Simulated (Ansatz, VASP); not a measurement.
## Sr2TlO2: VASP beside Ansatz

```
CELL_PARAMETERS angstrom
-2.23568 2.23568 5.42349
2.23568 -2.23568 5.42349
2.23568 2.23568 -5.42349
ATOMIC_POSITIONS crystal
Sr 0.25000 0.75000 0.50000
Sr 0.75000 0.25000 0.50000
Tl 0.00000 0.00000 0.00000
O 0.37110 0.37110 0.00000
O 0.62890 0.62890 0.00000
```

Alike in both runs: task relaxation of cell and atoms; functional PBE; k mesh 6 × 6 × 6; occupations gaussian, width 0.1 eV; no spin polarisation.

```csv
,VASP,Ansatz
version,VASP 6.6.1,Ansatz 0.2.0
potentials or method,"VASP PAW PBE potentials, release 64 (Sr_sv, Tl_d, O), cutoff 600 eV","scalar-relativistic, plane waves, PAW"
valence electrons in the cell,45,45
```

|  | VASP | Ansatz | Ansatz less VASP |
| --- | --- | --- | --- |
| gap on the k mesh at the Fermi level, each at its own relaxed structure (eV) | none | none | - |
| relaxed volume (Å³/atom) | 29.65 | 29.47 | -0.176 |
| relaxed cell length with the largest relative difference (Å) | 7.085 | 7.077 | -0.0074 |

A gap of «none» marks a metal or a gap that the smearing closes.

Spin-orbit coupling is off throughout. Noted on VASP's run: the volume moved by over 15 % at a fixed basis, so the end points are rough.
